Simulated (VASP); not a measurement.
# Hf (P6_3/mmc) in VASP: notebook, part 2 of 2

VASP 6.6.1. The steps go on from the part before.

## (3) Electric field gradients, PBE

This run uses another cell than the first one, of 22.38 Å³/atom.

Contents of INCAR:

```
  ALGO = Normal
  EDIFF = 1E-8
  ENCUT = 520
  GGA = PE
  ISIF = 2
  ISMEAR = -1
  LASPH = True
  LCHARG = False
  LEFG = True
  LREAL = False
  LWAVE = False
  NBANDS = 17
  NELM = 80
  PREC = Accurate
  SIGMA = 0.05
```

Contents of KPOINTS:

```
k-points
0
Gamma
  13 13 7
```

Contents of POSCAR:

```
Hf
1.0
    3.1966985242      0.0000000000      0.0000000000
   -1.5983492621      2.7684221302      0.0000000000
    0.0000000000      0.0000000000      5.0578000000
Hf
2
Direct
    0.3333333333      0.6666666667      0.2500000000
    0.6666666667      0.3333333333      0.7500000000
```

Potentials or basis: VASP PAW PBE potentials, release 64 (Hf_pv).

Launch:

```
> cat potpaw_PBE.64/Hf_pv/POTCAR > POTCAR
> mpirun -np 1 vasp_std > vasp.out
```

OUTCAR:

```text
EDIFF = 1E-8
   ENCUT = 520
   GGA = PE
   ISIF = 2
   ISMEAR = -1
   LASPH = True
   LREAL = False
   NELM = 80
   PREC = Accurate

 ion  position               nearest neighbor table
   1  0.333  0.667  0.250-   2 3.13   2 3.13   2 3.13   2 3.13   2 3.13   2 3.13
   2  0.667  0.333  0.750-   1 3.13   1 3.13   1 3.13   1 3.13   1 3.13   1 3.13

  LATTYP: Found a hexagonal cell.
 ALAT       =     3.1966985242
 C/A-ratio  =     1.5821948681

  Lattice vectors:

 A1 = (   3.1966985242,   0.0000000000,   0.0000000000)
 A2 = (  -1.5983492621,   2.7684221302,   0.0000000000)
 A3 = (   0.0000000000,   0.0000000000,   5.0578000000)

Analysis of symmetry for initial positions (statically):
=====================================================================
 Subroutine PRICEL returns:
 Original cell was already a primitive cell.

 Routine SETGRP: Setting up the symmetry group for a
 hexagonal supercell.

 Subroutine GETGRP returns: Found 24 space group operations
 (whereof 12 operations were pure point group operations)
 out of a pool of 24 trial point group operations.

The static configuration has the point symmetry D_3d.
 The point group associated with its full space group is D_6h.

Analysis of symmetry for dynamics (positions and initial velocities):
=====================================================================
 Subroutine PRICEL returns:
 Original cell was already a primitive cell.

 Routine SETGRP: Setting up the symmetry group for a
 hexagonal supercell.

 Subroutine GETGRP returns: Found 24 space group operations
 (whereof 12 operations were pure point group operations)
 out of a pool of 24 trial point group operations.

The dynamic configuration has the point symmetry D_3d.
 The point group associated with its full space group is D_6h.

 Subroutine INISYM returns: Found 24 space group operations
 (whereof 12 operations are pure point group operations),
 and found     1 'primitive' translations

----------------------------------------------------------------------------------------

                                     Primitive cell

  volume of cell :      44.7606

  direct lattice vectors                    reciprocal lattice vectors
     3.196698524  0.000000000  0.000000000     0.312822743  0.180608295  0.000000000
    -1.598349262  2.768422130  0.000000000     0.000000000  0.361216589  0.000000000
     0.000000000  0.000000000  5.057800000     0.000000000  0.000000000  0.197714421

  length of vectors
     3.196698524  3.196698524  5.057800000     0.361216589  0.361216589  0.197714421

  position of ions in fractional coordinates (direct lattice)
     0.333333333  0.666666667  0.250000000
     0.666666667  0.333333333  0.750000000

  ion indices of the primitive-cell ions
   primitive index   ion index
                 1           1
                 2           2

----------------------------------------------------------------------------------------

 KPOINTS: k-points

[... 74 lines left out ...]
   ISYM   =      2    0-nonsym 1-usesym 2-fastsym
   POTIM  = 0.5000    time-step for ionic-motion
   TEBEG  =    0.0;   TEEND  =   0.0 temperature during run
   PSTRESS=    0.0 pullay stress
   NELECT =      20.0000    total number of electrons
   NUPDOWN=      -1.0000    fix difference up-down
   EMIN   =  10.00;   EMAX   =-10.00  energy-range for DOS
   EFERMI =   0.00;   METHOD = LEGACY
   ISMEAR =    -1;   SIGMA  =   0.05  broadening in eV -4-tet -1-fermi 0-gaus
   EFERMI_NEDOS =   21; number of points for ismear=-14 and -15
   IALGO  =     38    algorithm
   IMIX   =      4    mixing-type and parameters
     AMIX     =   0.40;   BMIX     =  1.00
     AMIX_MAG =   1.60;   BMIX_MAG =  1.00
  volume/ion in A,a.u.               =      22.38       151.03
  Fermi-wavevector in a.u.,A,eV,Ry     =   1.251564  2.365112 21.312324  1.566412
  Thomas-Fermi vector in A             =   2.385505
   LORBIT       =      0    0 simple, 1 ext, 2 COOP (PROOUT), +10 PAW based schemes
   GGA     = PE    functional components
   LHFCALC =     F    Hartree Fock is set to
   AEXX    =    0.0000 exact exchange contribution
   IVDW    =     0    specifies the selected vdW correction
   LEPSILON=     F    determine dielectric tensor
   LRPA    =     F    only Hartree local field effects (RPA)
 non-spin polarized calculation
  energy-cutoff  :      520.00
  volume of cell :       44.76
 maximum number of plane-waves:      1221
 NGX is ok and might be reduce to    24
   NGX = 11   NGY = 11   NGZ = 19

 number of electron      20.0000004 magnetization

 Free energy of the ion-electron system (eV)
  ---------------------------------------------------
  ext. energy  EPLUGINS =         0.00000000
  ---------------------------------------------------
  free energy    TOTEN  =       -19.85583604 eV

  energy without entropy =      -19.84285861  energy(sigma->0) =      -19.84934733

 E-fermi :   4.9172     XC(G=0): -11.2815

 val. band max:        4.9160183357   @ k =   0.0769   0.0769   0.0000
 cond. band min:       4.9249885955   @ k =   0.0000   0.0000   0.2857
 fundamental gap:      0.0089702598
 Fermi energy:         4.9172280147

 k-point     1 :       0.0000    0.0000    0.0000
  band No.  band energies     occupation
      1     -26.1601      2.00000
      2     -25.4175      2.00000
      3     -25.4175      2.00000
      4     -25.2945      2.00000
      5     -25.2899      2.00000
      6     -25.2899      2.00000
[... 457 lines left out ...]
      4     -25.4506      2.00000
      5     -25.3321      2.00000
      6     -25.3147      2.00000
[... 9 lines left out ...]
     16       7.7295      0.00000
     17      10.6707      0.00000

 [... further k-points ...]

------------------------ aborting loop because EDIFF is reached ----------------------------------------

  FORCE on cell =-STRESS in cart. coord.  units (eV):
  Direction    XX          YY          ZZ          XY          YZ          ZX
  --------------------------------------------------------------------------------------
  -------------------------------------------------------------------------------------
  Total        0.1172553      0.1172553      0.0550384      0.0000000      0.0000000      0.0000000
  in kB        4.1970834      4.1970834      1.9700655      0.0000000      0.0000000      0.0000000
  external PRESSURE =       3.4547441 kB  Pullay stress =       0.0000000 kB

 VOLUME and BASIS-vectors are now :
 -----------------------------------------------------------------------------
  energy-cutoff  :      520.00
  volume of cell :       44.76
      direct lattice vectors                 reciprocal lattice vectors
     3.196698524  0.000000000  0.000000000     0.312822743  0.180608295  0.000000000
    -1.598349262  2.768422130  0.000000000     0.000000000  0.361216589  0.000000000
     0.000000000  0.000000000  5.057800000     0.000000000  0.000000000  0.197714421

 POSITION                                       TOTAL-FORCE (eV/Angst)
 -----------------------------------------------------------------------------------
     -0.00000      1.84561      1.26445         0.000000      0.000000      0.000000
      1.59835      0.92281      3.79335        -0.000000     -0.000000      0.000000
 -----------------------------------------------------------------------------------
    total drift:                               -0.000000      0.000000     -0.000000

  FREE ENERGIE OF THE ION-ELECTRON SYSTEM (eV)
  ---------------------------------------------------
  free  energy   TOTEN  =       -19.8558360448 eV

  energy  without entropy=      -19.8428586080  energy(sigma->0) =      -19.84934733

 Electric field gradients (V/A^2)
---------------------------------------------------------------------
 ion       V_xx      V_yy      V_zz      V_xy      V_xz      V_yz
---------------------------------------------------------------------
   1     -40.985   -40.984    81.969     0.000     0.000    -0.000
   2     -40.985   -40.984    81.969     0.000    -0.000     0.000
---------------------------------------------------------------------

 Electric field gradients after diagonalization (V/A^2)
 (convention: |V_zz| > |V_xx| > |V_yy|)
----------------------------------------------------------------------
 ion       V_xx      V_yy      V_zz     asymmetry (V_yy - V_xx)/ V_zz
----------------------------------------------------------------------
   1     -40.985   -40.984    81.969       0.000
   2     -40.985   -40.984    81.969       0.000
----------------------------------------------------------------------

           NMR quadrupolar parameters

 Cq : quadrupolar parameter    Cq=e*Q*V_zz/h
 eta: asymmetry parameters     (V_yy - V_xx)/ V_zz
 Q  : nuclear electric quadrupole moment in mb (millibarn)
----------------------------------------------------------------------
 ion       Cq(MHz)       eta       Q (mb)
----------------------------------------------------------------------
   1       0.198       0.000       1.000
   2       0.198       0.000       1.000
----------------------------------------------------------------------
```

It took 55 s on 1 thread of Intel Xeon 8259CL, shared host; peak memory 0.19 GiB.

Results:

| Quantity | Value |
| --- | --- |
| Free energy | -19.8558 eV |
| Pressure | 0.3 GPa |
| Band gap on the k mesh | zero (bands 10 and 11 overlap by 1.58 eV) |
| Largest electric field gradient by atom | Hf +82.0 V/Å² |

Stress tensor (GPa, compression positive):
```
0.42 0.00 0.00
0.00 0.42 0.00
0.00 0.00 0.20
```

Electric field gradients, principal values (V/Å²):
```
atom    least   middle  greatest (by size)
1 Hf  -40.984  -40.985              81.969
2 Hf  -40.984  -40.985              81.969
```

Caveat: without QUAD_EFG the Cq values of the log hold for a quadrupole moment of 1 mb, not for the nuclei; spin-orbit coupling is left out, which moves the levels of the heavy elements.

## (4) Electric field gradients, PBE (22.60 Å³/atom)

This run uses another cell than the first one, of 22.60 Å³/atom.

Contents of INCAR:

```
ALGO = Normal
EDIFF = 1E-8
ENCUT = 520
GGA = PE
ISIF = 2
ISMEAR = -1
LASPH = T
LCHARG = F
LEFG = T
LREAL = F
LWAVE = F
NBANDS = 17
NELM = 100
PREC = Accurate
SIGMA = 0.05
```

KPOINTS is that of step 3.

Contents of POSCAR:

```
Hf
1.0
    3.2073188631      0.0000000000      0.0000000000
   -1.6036594315      2.7776196135      0.0000000000
    0.0000000000      0.0000000000      5.0746034457
Hf
2
Direct
    0.3333333333      0.6666666667      0.2500000000
    0.6666666667      0.3333333333      0.7500000000
```

Potentials or basis: VASP PAW PBE potentials, release 64 (Hf_pv).

Launch:

```
> cat potpaw_PBE.64/Hf_pv/POTCAR > POTCAR
> mpirun -np 1 vasp_std > vasp.out
```

OUTCAR:

```text
EDIFF = 1E-8
   ENCUT = 520
   GGA = PE
   ISIF = 2
   ISMEAR = -1
   LASPH = T
   LREAL = F
   NELM = 100
   PREC = Accurate

 ion  position               nearest neighbor table
   1  0.333  0.667  0.250-   2 3.14   2 3.14   2 3.14   2 3.14   2 3.14   2 3.14
   2  0.667  0.333  0.750-   1 3.14   1 3.14   1 3.14   1 3.14   1 3.14   1 3.14

  LATTYP: Found a hexagonal cell.
 ALAT       =     3.2073188631
 C/A-ratio  =     1.5821948681

  Lattice vectors:

[... 694 lines left out ...]

  FREE ENERGIE OF THE ION-ELECTRON SYSTEM (eV)
  ---------------------------------------------------
  free  energy   TOTEN  =       -19.8553548823 eV

  energy  without entropy=      -19.8423941880  energy(sigma->0) =      -19.84887454

 Electric field gradients (V/A^2)
---------------------------------------------------------------------
 ion       V_xx      V_yy      V_zz      V_xy      V_xz      V_yz
---------------------------------------------------------------------
   1     -39.748   -39.747    79.495     0.000     0.000    -0.000
   2     -39.748   -39.747    79.495     0.000    -0.000     0.000
---------------------------------------------------------------------

 Electric field gradients after diagonalization (V/A^2)
 (convention: |V_zz| > |V_xx| > |V_yy|)
----------------------------------------------------------------------
 ion       V_xx      V_yy      V_zz     asymmetry (V_yy - V_xx)/ V_zz
----------------------------------------------------------------------
   1     -39.748   -39.747    79.495       0.000
   2     -39.748   -39.747    79.495       0.000
----------------------------------------------------------------------

           NMR quadrupolar parameters

 Cq : quadrupolar parameter    Cq=e*Q*V_zz/h
 eta: asymmetry parameters     (V_yy - V_xx)/ V_zz
 Q  : nuclear electric quadrupole moment in mb (millibarn)
----------------------------------------------------------------------
 ion       Cq(MHz)       eta       Q (mb)
----------------------------------------------------------------------
   1       0.192       0.000       1.000
   2       0.192       0.000       1.000
----------------------------------------------------------------------
```

OSZICAR:

```text
N       E                     dE             d eps       ncg     rms          rms(c)
DAV:   1     0.504741742751E+02    0.50474E+02   -0.11314E+04  2856   0.112E+03
DAV:   2    -0.186895382799E+02   -0.69164E+02   -0.67543E+02  3655   0.249E+02
DAV:   3    -0.205679009102E+02   -0.18784E+01   -0.18624E+01  3692   0.271E+01
DAV:   4    -0.205835361498E+02   -0.15635E-01   -0.15627E-01  3533   0.299E+00
DAV:   5    -0.205836977579E+02   -0.16161E-03   -0.16158E-03  3776   0.269E-01    0.646E+01
DAV:   6    -0.200504095198E+02    0.53329E+00   -0.50462E-01  3398   0.456E+00    0.383E+01
DAV:   7    -0.198660909840E+02    0.18432E+00   -0.85247E-01  3473   0.568E+00    0.187E+00
DAV:   8    -0.198552605317E+02    0.10830E-01   -0.55221E-02  3380   0.152E+00    0.322E-01
DAV:   9    -0.198553667346E+02   -0.10620E-03   -0.11738E-03  3889   0.244E-01    0.188E-01
DAV:  10    -0.198553515114E+02    0.15223E-04   -0.62681E-05  3336   0.525E-02    0.223E-01
DAV:  11    -0.198553548010E+02   -0.32896E-05   -0.60360E-06  3800   0.178E-02    0.122E-02
DAV:  12    -0.198553548855E+02   -0.84568E-07   -0.40480E-07  3618   0.407E-03    0.185E-03
DAV:  13    -0.198553548823E+02    0.32380E-08   -0.10690E-08  2540   0.870E-04
   1 F= -.19855355E+02 E0= -.19848875E+02  d E =-.129607E-01
```

stdout:

```text
POSCAR found type information on POSCAR Hf
 POSCAR found :  1 types and       2 ions
 scaLAPACK will be used
 LDA part: xc-table for (Slater+PW92), standard interpolation
 POSCAR, INCAR and KPOINTS ok, starting setup
 FFT: planning ... GRIDC
 FFT: planning ... GRID_SOFT
 FFT: planning ... GRID
 WAVECAR not read
 entering main loop
ion   1

ion   2
```

It took 56 s on 1 thread of Intel Xeon 8259CL, shared host; peak memory 0.19 GiB.

Results:

| Item | Value |
| --- | --- |
| Free energy | -19.8554 eV |
| Pressure | -0.7 GPa |
| Band gap on the k mesh | zero (bands 10 and 11 overlap by 1.58 eV) |
| Largest electric field gradient by atom | Hf +79.5 V/Å² |

Electric field gradients, principal values (V/Å²):
```tsv
atom	least	middle	greatest (by size)
1 Hf	-39.747	-39.748	79.495
2 Hf	-39.747	-39.748	79.495
```

Caveat: without QUAD_EFG the Cq values of the log hold for a quadrupole moment of 1 mb, not for the nuclei; spin-orbit coupling is left out, which moves the levels of the heavy elements.

## (5) Overview

```tsv
cell	gap on the mesh (eV)	pressure (GPa)
a = 3.186, b = 3.186, c = 5.041 Å, angles 90.0, 90.0, 120.0°, 2 atoms	none	1.5
a = 3.197, b = 3.197, c = 5.058 Å, angles 90.0, 90.0, 120.0°, 2 atoms	none	0.3
a = 3.207, b = 3.207, c = 5.075 Å, angles 90.0, 90.0, 120.0°, 2 atoms	none	-0.7
```

Alike in all rows: task electric field gradients; level PBE; potentials or basis VASP PAW PBE potentials, release 64 (Hf_pv); no spin polarisation; k mesh 13 × 13 × 7; cutoff (eV) 520; smearing fermi-dirac 0.05 eV.

Caveats: spin-orbit coupling is left out, which moves the levels of the heavy elements.

Absolute energies hang on the potentials; compare differences alone.
